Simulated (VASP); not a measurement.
A run of VASP 6.6.1:

File POSCAR:

```
Ni
1.0
    0.0000000000      1.7330608651      1.7330608651
    1.7330608651      0.0000000000      1.7330608651
    1.7330608651      1.7330608651      0.0000000000
Ni
1
Direct
    0.0000000000      0.0000000000      0.0000000000
```

Contents of INCAR.step1:

```
SYSTEM = Ni
PREC = Accurate ; ENCUT = 520
ISMEAR = -1 ; SIGMA = 0.1
LREAL = .FALSE. ; LASPH = .TRUE.
NELM = 60 ; NBANDS = 11
GGA = PE ; ALGO = Normal
EDIFF = 1E-4 ; LWAVE = .TRUE.
LCHARG = .FALSE.
```

Contents of INCAR.step2:

```
SYSTEM = Ni
PREC = Accurate ; ENCUT = 520
EDIFF = 1E-6 ; ISMEAR = -1
SIGMA = 0.1 ; LREAL = .FALSE.
LASPH = .TRUE. ; NELM = 60
ALGO = Normal ; ISIF = 2
LWAVE = .FALSE. ; LCHARG = .FALSE.
METAGGA = R2SCAN ; LMIXTAU = .TRUE.
NBANDS = 11 ; ISTART = 1
```

File KPOINTS:

```
Automatic mesh
0
G
  16 16 16
  0 0 0
```

Potentials or basis: VASP PAW PBE potentials, release 64 (Ni).

Run with:

```console
$ cat potpaw_PBE.64/Ni/POTCAR > POTCAR
$ cp INCAR.step1 INCAR
$ mpirun -np 1 vasp_std > vasp.out
$ cp INCAR.step2 INCAR
$ mpirun -np 1 vasp_std > vasp.out
```

Hardware: 1 thread of AMD EPYC 9R45 96-Core Processor (Zen 5), with other jobs on the host.

Problem. Estimate the wall time of this run.

Solution. Wall time 37 s on 1 thread of AMD EPYC 9R45 96-Core Processor (Zen 5), on a shared host, peak memory 0.1 GiB. Counts: k points 145.
